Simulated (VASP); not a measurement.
# P (R-3m) in VASP: notebook, part 2 of 2

VASP 6.6.1. Earlier steps stand in the parts before.

## (3) Single point, r2SCAN+D3(BJ)

This run uses another cell than the first one, of 15.56 Å³/atom, 1.049 times its volume.

Input file POSCAR:

```
P
1.0
    1.7225568618      0.9945186679      3.0269930167
   -1.7225568618      0.9945186679      3.0269930167
    0.0000000000     -1.9890373357      3.0269930167
P
2
Direct
    0.7705088366      0.7705088366      0.7705088366
    0.2294911634      0.2294911634      0.2294911634
```

Input file INCAR.step1:

```
SYSTEM = P
  ALGO = Normal
  EDIFF = 1E-4
  ENCUT = 520
  GGA = PE
  ISMEAR = -1
  LASPH = .True.
  LCHARG = .False.
  LREAL = .False.
  LWAVE = .True.
  NBANDS = 12
  NELM = 60
  PREC = Accurate
  SIGMA = 0.05
```

Input file INCAR.step2:

```
SYSTEM = P
  ALGO = Normal
  EDIFF = 1E-6
  ENCUT = 520
  ISIF = 2
  ISMEAR = -1
  ISTART = 1
  IVDW = 12
  LASPH = .True.
  LCHARG = .False.
  LMIXTAU = .True.
  LREAL = .False.
  LWAVE = .False.
  METAGGA = R2SCAN
  NBANDS = 12
  NELM = 60
  PREC = Accurate
  SIGMA = 0.05
  VDW_A1 = 0.49484001
  VDW_A2 = 5.73083694
  VDW_S6 = 1.0
  VDW_S8 = 0.78981345
```

Input file KPOINTS:

```
k-points
0
Gamma
  9 9 9
  0 0 0
```

Potentials or basis: VASP PAW PBE potentials, release 64 (P).

The run is started by

```
$ cat potpaw_PBE.64/P/POTCAR > POTCAR
$ cp INCAR.step1 INCAR
$ mpirun -np 1 vasp_std > vasp.out
$ cp INCAR.step2 INCAR
$ mpirun -np 1 vasp_std > vasp.out
```

Wall time 1.8 min (1 thread of Intel Xeon Platinum 8488C (Sapphire Rapids), shared host); peak memory 0.17 GiB.

The run converged. Its results:

```yaml
Free_energy: -18.1962 eV
Pressure: -0.6 GPa
Largest_force: 0.087 eV/Å
Band_gap_on_the_k_mesh: zero (band 5 reaches 9.84 eV, above the bottom of band 6 at 9.08 eV)
Dispersion_energy_per_atom: -0.212 eV
```

Forces on the atoms (eV/Å):
```
P    0.000  0.000  0.087
P    0.000  0.000 -0.087
```

Stress tensor (GPa, compression positive):
```
-0.63  0.00  0.00
 0.00 -0.63  0.00
 0.00  0.00 -0.43
```

Levels at points of the mesh, in eV from the Fermi level:
| k point | band 1 | band 2 | band 3 | band 4 | band 5 | band 6 | band 7 | band 8 | band 9 | band 10 |
| --- | --- | --- | --- | --- | --- | --- | --- | --- | --- | --- |
| (0.00, 0.00, 0.00) | -17.77 | -3.43 | -3.34 | -3.34 | -3.24 | 1.65 | 2.90 | 2.90 | 5.81 | 5.81 |

Caveat: the PAW data sets were made with another functional, which shifts forces and pressure a little; pairwise dispersion overbinds metals, which lowers pressure and volume.

## (4) Single point, r2SCAN

This run uses another cell than the first one, of 15.62 Å³/atom, 1.053 times its volume.

Input file POSCAR:

```
P
1.0
    1.7237098884      0.9951843681      3.0350286058
   -1.7237098884      0.9951843681      3.0350286058
    0.0000000000     -1.9903687361      3.0350286058
P
2
Direct
    0.7707294414      0.7707294414      0.7707294414
    0.2292705586      0.2292705586      0.2292705586
```

Input file INCAR.step1:

```
PREC = Accurate ; ENCUT = 520
ISMEAR = -1 ; SIGMA = 0.05
LREAL = F ; LASPH = T
NELM = 80 ; NBANDS = 12
GGA = PE ; ALGO = Normal
EDIFF = 1E-4 ; LWAVE = T
LCHARG = F
```

Input file INCAR.step2:

```
PREC = Accurate ; ENCUT = 520
EDIFF = 1E-6 ; ISMEAR = -1
SIGMA = 0.05 ; LREAL = F
LASPH = T ; NELM = 80
ALGO = Normal ; ISIF = 2
LWAVE = F ; LCHARG = F
METAGGA = R2SCAN ; LMIXTAU = T
NBANDS = 12 ; ISTART = 1
```

Input file KPOINTS:

```
Automatic mesh
0
Gamma
  9 9 9
```

Potentials or basis: VASP PAW PBE potentials, release 64 (P).

The run is started by

```
$ cat potpaw_PBE.64/P/POTCAR > POTCAR
$ cp INCAR.step1 INCAR
$ mpirun -np 1 vasp_std > vasp.out
$ cp INCAR.step2 INCAR
$ mpirun -np 1 vasp_std > vasp.out
```

OUTCAR:

```text
PREC = Accurate
   ENCUT = 520
   EDIFF = 1E-6
   ISMEAR = -1
   LREAL = F
   LASPH = T
   NELM = 80
   ISIF = 2
   METAGGA = R2SCAN
   ISTART = 1

 ion  position               nearest neighbor table
   1  0.771  0.771  0.771-   2 2.29   2 2.29   2 2.29   2 2.75   2 2.75   2 2.75
   2  0.229  0.229  0.229-   1 2.29   1 2.29   1 2.29   1 2.75   1 2.75   1 2.75

  LATTYP: Found a trigonal (rhomboedric) cell.
 ALAT       =     3.6294581336
 COS(alpha) =     0.5488979928

  Lattice vectors:

 A1 = (   1.7237098884,   0.9951843681,   3.0350286058)
[... 537 lines left out ...]
      8      17.3199      0.00000
      9      18.3224      0.00000
     10      18.6314      0.00000
     11      23.1126      0.00000
     12      23.2842      0.00000

 [... further k-points ...]
[... 5 lines left out ...]
  --------------------------------------------------------------------------------------
  -------------------------------------------------------------------------------------
  Total        0.2656984      0.2656984      0.3043430     -0.0000000      0.0000000     -0.0000000
  in kB       13.6275494     13.6275494     15.6096107     -0.0000000      0.0000000     -0.0000000
  external PRESSURE =      14.2882365 kB  Pullay stress =       0.0000000 kB

 VOLUME and BASIS-vectors are now :
 -----------------------------------------------------------------------------
  energy-cutoff  :      520.00
  volume of cell :       31.24
      direct lattice vectors                 reciprocal lattice vectors
     1.723709888  0.995184368  3.035028606     0.290072015  0.167473156  0.109828729
    -1.723709888  0.995184368  3.035028606    -0.290072015  0.167473156  0.109828729
     0.000000000 -1.990368736  3.035028606     0.000000000 -0.334946311  0.109828729

 POSITION                                       TOTAL-FORCE (eV/Angst)
 -----------------------------------------------------------------------------------
      0.00000      0.00000      7.01756         0.000000      0.000000      0.085895
      0.00000      0.00000      2.08753         0.000000     -0.000000     -0.085895
 -----------------------------------------------------------------------------------
    total drift:                                0.000000      0.000000     -0.000000

  FREE ENERGIE OF THE ION-ELECTRON SYSTEM (eV)
  ---------------------------------------------------
  free  energy   TOTEN  =       -17.7735050653 eV

  energy  without entropy=      -17.7705788876  energy(sigma->0) =      -17.77204198
```

OSZICAR.step1:

```text
N       E                     dE             d eps       ncg     rms          rms(c)
DAV:   1     0.214273934850E+02    0.21427E+02   -0.45165E+03  2040   0.721E+02
DAV:   2    -0.949999905618E+01   -0.30927E+02   -0.29618E+02  2620   0.116E+02
DAV:   3    -0.106687954274E+02   -0.11688E+01   -0.11621E+01  2680   0.212E+01
DAV:   4    -0.106758012268E+02   -0.70058E-02   -0.70046E-02  2412   0.198E+00
DAV:   5    -0.106758549633E+02   -0.53736E-04   -0.53737E-04  2656   0.170E-01    0.708E+00
DAV:   6    -0.106578078302E+02    0.18047E-01   -0.69014E-03  2384   0.494E-01    0.422E+00
DAV:   7    -0.106491143092E+02    0.86935E-02   -0.13971E-02  2412   0.764E-01    0.101E-01
DAV:   8    -0.106492597733E+02   -0.14546E-03   -0.12290E-03  2404   0.235E-01    0.537E-02
DAV:   9    -0.106492876337E+02   -0.27860E-04   -0.63050E-05  1352   0.555E-02
   1 F= -.10649288E+02 E0= -.10647833E+02  d E =-.290992E-02
```

It took 96 s on 1 thread of Intel Xeon Platinum 8488C (Sapphire Rapids), shared host; peak memory 0.16 GiB.

Results:

- Free energy: -17.7735 eV
- Pressure: 1.4 GPa
- Largest force: 0.086 eV/Å
- Band gap on the k mesh: zero (band 5 reaches 9.81 eV, above the bottom of band 6 at 9.05 eV)

Forces on the atoms (eV/Å):
```
P    0.000  0.000  0.086
P    0.000  0.000 -0.086
```

Stress tensor (GPa, compression positive):
```
1.36 0.00 0.00
0.00 1.36 0.00
0.00 0.00 1.56
```

Levels at points of the mesh, in eV from the Fermi level:
| k point | band 2 | band 3 | band 4 | band 5 | band 6 | band 7 | band 8 | band 9 |
| --- | --- | --- | --- | --- | --- | --- | --- | --- |
| (0.00, 0.00, 0.00) | -3.43 | -3.34 | -3.34 | -3.29 | 1.62 | 2.88 | 2.88 | 5.82 |

Caveat: the PAW data sets were made with another functional, which shifts forces and pressure a little.

## (5) Overview

```csv
level,cell,gap on the mesh (eV),pressure (GPa),largest force (eV/Å)
r2SCAN,"a = 3.533 Å, angles 57.9°, 2 atoms",none,4.4,0.09
r2SCAN+D3(BJ),"a = 3.622 Å, angles 56.8°, 2 atoms",none,-0.6,0.09
r2SCAN,"a = 3.629 Å, angles 56.7°, 2 atoms",none,1.4,0.09
```

Alike in all rows: task single point; potentials or basis VASP PAW PBE potentials, release 64 (P); no spin polarisation; k mesh 9 × 9 × 9; cutoff (eV) 520; smearing fermi-dirac 0.05 eV.

Caveats: the PAW data sets were made with another functional, which shifts forces and pressure a little; pairwise dispersion overbinds metals, which lowers pressure and volume (some runs).

Total energies depend on the potentials used, so only differences within one code and one set of settings carry meaning.
